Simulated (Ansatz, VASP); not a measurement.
# One calculation of SiO2, two programs

```
Si O
1.0
    -2.40529    2.40529    3.79327
     2.40529   -2.40529    3.79327
     2.40529    2.40529   -3.79327
Si O
2 4
Direct
  0.00000 0.00000 0.00000
  0.75000 0.25000 0.50000
  0.99838 0.62500 0.87338
  0.37500 0.24838 0.37338
  0.75162 0.12500 0.12662
  0.87500 0.00162 0.62662
```

Change from the starting cell: volume scaled by 1.04, PAW files.

Alike in both runs: task electric field gradients; functional PBE; k mesh 7 × 7 × 7; occupations fermi-dirac, width 0.03 eV; no spin polarisation.

|  | VASP | Ansatz |
| --- | --- | --- |
| version | VASP 6.6.1 | Ansatz 0.2.0 |
| potentials or method | VASP PAW PBE potentials, release 64 (Si, O) | PAW with Ansatz's default frozen-core files, scalar-relativistic |
| plane-wave cutoff (eV) | 520 | 420 |
| valence electrons in the cell | 32 | 32 |

Ansatz gave:

* gap on the k mesh at the Fermi level (eV): 5.77
* pressure (GPa): -2.8
* traceless stress, the component that is largest in VASP (GPa): -1.43
* rms of the force components (eV/Å): 0.163
* size of Vzz on the site where it differs most (V/Å²): 95.1

Problem. What did VASP give for the same quantities?

Solution. gap on the k mesh at the Fermi level (eV): 5.76; pressure (GPa): -2.7; traceless stress, the component that is largest in VASP (GPa): -1.38; rms of the force components (eV/Å): 0.163; size of Vzz on the site where it differs most (V/Å²): 91.8.

Atom by atom the forces differ by 0.000 eV/Å (rms over components). With one functional, cell and mesh, what is left measures potentials, basis and numerics.
